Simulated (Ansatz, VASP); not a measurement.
## One calculation of ZnSe, two programs

```
Zn Se
1.0
     0.00000    2.86647    2.86647
     2.86647    0.00000    2.86647
     2.86647    2.86647    0.00000
Zn Se
1 1
Direct
  0.00000 0.00000 0.00000
  0.25000 0.25000 0.25000
```

Alike in both runs: task single point; functional PBE; k mesh 8 × 8 × 8; occupations gaussian, width 0.02 eV; no spin polarisation.

|  | VASP | Ansatz |
| --- | --- | --- |
| version | VASP 6.6.1 | Ansatz 0.2.0 |
| potentials or method | VASP PAW PBE potentials, release 64 (Zn, Se), cutoff 500 eV | scalar-relativistic, plane waves, PAW |
| valence electrons in the cell | 18 | 28 |

VASP gave:

```
gap on the k mesh at the Fermi level (eV) : 1.15
least direct gap on the mesh (eV)         : 1.15
pressure (GPa)                            : 0.2
```

What did Ansatz give for the same quantities?

gap on the k mesh at the Fermi level (eV): 1.15; least direct gap on the mesh (eV): 1.15; pressure (GPa): 0.0.

The functional is the same, so the differences come from potentials, cutoffs and numerics. VASP's potentials hold 18 valence electrons a cell and Ansatz's 28, so a difference there can come from the potentials and not from the codes.
